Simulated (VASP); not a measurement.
## AlRu: single point with PBEsol

AlRu:

```xyz
2
Lattice="2.6134 0.0000 0.0000 0.0000 2.6134 0.0000 0.0000 0.0000 3.9201" Properties=species:S:1:pos:R:3 pbc="T T T"
Al    0.0000    0.0000    0.0000
Ru    1.3067    1.3067    1.9601
```

This cell differs from its parent crystal: ratio of the length along z to the lengths across it x 1.5, volume and fractional coordinates fixed.

| Property | Result |
| --- | --- |
| Program | VASP 6.6.1 |
| Task | single point |
| Functional | PBEsol |
| Potentials or basis | VASP PAW PBE potentials, release 64 (Al, Ru_pv) |
| Cutoff | 520 eV |
| k mesh | 18 × 18 × 18 |
| Occupations | gaussian, width 0.15 eV |
| Spin | no spin polarisation |
| Dipole correction | no |
| Further INCAR settings | ALGO = Fast; EDIFF = 1e-06; NBANDS = 16 |

```json
{
 "Pressure": "7.0 GPa"
}
```

Stress tensor (GPa, compression positive):
```
 17.25   0.00   0.00
  0.00  17.25   0.00
  0.00   0.00 -13.47
```

Levels at points of the mesh, in eV from the Fermi level:
```csv
k point,band 5,band 6,band 7,band 8,band 9,band 10,band 11,band 12,band 13,band 14
"(0.00, 0.00, 0.00)",-4.70,-4.45,-0.77,-0.07,-0.07,1.48,6.19,9.85,10.09,10.09
"(0.50, 0.00, 0.00)",-4.68,-4.58,-3.46,-0.84,0.43,3.64,5.14,5.57,9.65,11.32
"(0.50, 0.50, 0.00)",-3.20,-3.20,-2.41,-0.34,-0.34,3.17,6.30,6.58,6.89,11.70
"(0.00, 0.00, 0.50)",-6.82,-4.35,-2.33,-0.33,-0.33,1.49,8.33,9.23,13.24,13.24
"(0.50, 0.00, 0.50)",-3.92,-3.49,-1.12,-1.12,-0.82,0.22,3.20,5.98,11.33,14.10
"(0.50, 0.50, 0.50)",-4.51,-4.51,-0.10,2.60,2.92,3.17,4.82,4.82,5.01,5.01
```

It took 120 s on 1 thread of Intel(R) Xeon(R) Platinum 8375C CPU @ 2.90GHz (Ice Lake), on a shared host, peak memory 0.33 GiB.

Caveat: the PAW data sets were made with another functional, which shifts forces and pressure a little.
